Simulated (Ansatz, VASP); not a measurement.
Given: the input of a run of Ansatz 0.2.0 on Ge.

Contents of input.yaml:

```yaml
crystal:
  lattice:
    - [0.0, 2.7711609388, 2.7711609388]
    - [2.7711609388, 0.0, 2.7711609388]
    - [2.7711609388, 2.7711609388, 0.0]
  atoms:
    - { symbol: Ge, position: [0.75, 0.75, 0.75] }
    - { symbol: Ge, position: [0.5, 0.5, 0.5] }
hamiltonian:
  xc: rpbe
  pseudopotentials: { kind: paw }
kpoints:
  mp_grid: { grid: [8, 8, 8] }
scf:
  occupations: { method: fermi_dirac, width: 0.05 }
output:
  forces: true
  stress: true
  eigenvalues: true
```

Potentials or basis: Ansatz PAW.

Launch:

```console
$ ansatz run input.yaml --threads 2 --pin off --max-ram 5120MiB --backend cpu --events-out ev --progress --plain --runs-dir out
```

Set up the same calculation for VASP 6.6.1. Potentials there: VASP PAW PBE potentials, release 64 (Ge_d).

As run (the cutoff follows the program's own potentials):

Contents of INCAR:

```
SYSTEM = Ge
PREC = Accurate
ENCUT = 520
EDIFF = 1E-6
ISMEAR = -1
SIGMA = 0.05
LREAL = .FALSE.
LASPH = .TRUE.
NELM = 100
ALGO = Normal
ISIF = 2
LWAVE = .FALSE.
LCHARG = .FALSE.
GGA = RP
NBANDS = 21
```

Contents of KPOINTS:

```
Automatic mesh
0
G
  8 8 8
  0 0 0
```

File POSCAR:

```
Ge
1.0
    0.0000000000      2.7711609388      2.7711609388
    2.7711609388      0.0000000000      2.7711609388
    2.7711609388      2.7711609388      0.0000000000
Ge
2
Direct
    0.7500000000      0.7500000000      0.7500000000
    0.5000000000      0.5000000000      0.5000000000
```

Potentials or basis: VASP PAW PBE potentials, release 64 (Ge_d).

Launch:

```sh
$ cat potpaw_PBE.64/Ge_d/POTCAR > POTCAR
$ mpirun -np 1 vasp_std > vasp.out
```

Both were run:

|  | VASP | Ansatz | Ansatz less VASP |
| --- | --- | --- | --- |
| gap on the k mesh at the Fermi level (eV) | 0.46 | 0.45 | -0.010 |
| least direct gap on the mesh (eV) | 0.73 | 0.71 | -0.018 |
| pressure (GPa) | 10.9 | 11.1 | +0.16 |

VASP's potentials were made for PBE, not for RPBE. With one functional, cell and mesh, what is left measures potentials, basis and numerics.
